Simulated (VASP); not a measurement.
**NaH: single point with LDA**

The system is NaH.

```
CELL_PARAMETERS angstrom
0.00000 2.34554 2.34554
2.34554 0.00000 2.34554
2.34554 2.34554 0.00000
ATOMIC_POSITIONS crystal
Na 0.00213 0.00213 0.00213
H 0.50000 0.50000 0.50000
```

This cell differs from its parent crystal: 0.01, 0.01] A.

```
Program                : VASP 6.6.1
Task                   : single point
Functional             : LDA
Potentials or basis    : VASP PAW LDA potentials, release 64 (Na_pv, H)
Cutoff                 : 500 eV
k mesh                 : 8 × 8 × 8
Occupations            : gaussian, width 0.01 eV
Spin                   : no spin polarisation
Dipole correction      : no
Further INCAR settings : ALGO = Normal; EDIFF = 1e-06; NBANDS = 11
```

```yaml
Pressure: -0.1 GPa
Largest_force: 0.020 eV/Å
Band_gap_on_the_k_mesh: 3.54 eV (least direct gap 4.50 eV)
```

Forces in eV/Å, atoms in the order of the input:
```
Na  -0.011 -0.011 -0.011
H    0.011  0.011  0.011
```

Levels at points of the mesh, in eV from the valence-band top:
```csv
k point,band 1,band 2,band 3,band 4,band 5,band 6,band 7,band 8,band 9
"(0.00, 0.00, 0.00)",-22.03,-22.03,-22.03,-4.05,11.20,15.84,15.84,15.84,17.07
"(0.50, 0.00, 0.00)",-22.16,-22.05,-22.05,-0.96,3.54,11.20,13.62,13.62,16.88
"(0.50, 0.50, 0.50)",-22.16,-22.05,-22.05,-0.96,3.54,11.20,13.62,13.62,16.88
"(0.50, 0.50, 0.00)",-22.15,-22.07,-22.07,-0.22,4.47,9.98,10.88,10.88,12.35
```

Run time: 15 s on 1 thread of Intel Xeon 8259CL, with other jobs on the host, peak memory 0.13 GiB.

Caveat: the cell differs from its parent crystal (0.01, 0.01] A). A k mesh can miss the band edges.
